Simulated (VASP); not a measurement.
Here is a VASP 6.6.1 calculation.

INCAR

```
PREC = Accurate
ENCUT = 520
EDIFF = 1E-6
ISMEAR = 0
SIGMA = 0.05
LREAL = False
LASPH = True
NELM = 100
ALGO = Normal
ISIF = 2
LWAVE = False
LCHARG = False
GGA = CA
NBANDS = 10
```

KPOINTS

```
Automatic mesh
0
Gamma
  6 6 6
```

Contents of POSCAR:

```
H
1.0
    2.6234813799     -2.5669048168      0.0000000000
    2.6234813799      2.5669048168      0.0000000000
    0.0000000000      0.0000000000      4.1418180000
H
4
Direct
    0.9532956300      0.0467043700      0.1409408510
    0.4532956300      0.5467043700      0.4314911100
    0.5467043700      0.4532956300      0.5685088900
    0.0467043700      0.9532956300      0.9314911100
```

Potentials or basis: VASP PAW LDA potentials, release 64 (H).

The run is started by

```sh
$ cat potpaw_LDA.64/H/POTCAR > POTCAR
$ mpirun -np 1 vasp_std > vasp.out
```

(1) What does it give for the pressure?

(2) What does it give for the band gap on the k mesh?

(3) Estimate the largest force.

Results:

(1) -3.7 GPa.

(2) 6.85 eV, indirect (least direct gap 7.18 eV).

(3) 3.711 eV/Å.

Caveat: the cell differs from its parent crystal (atom 1 (H) moved by (+0.000, +0.300) A along x and z); forces of over 1 eV/Å act on the atoms, so gaps and moduli don't describe the material at rest.
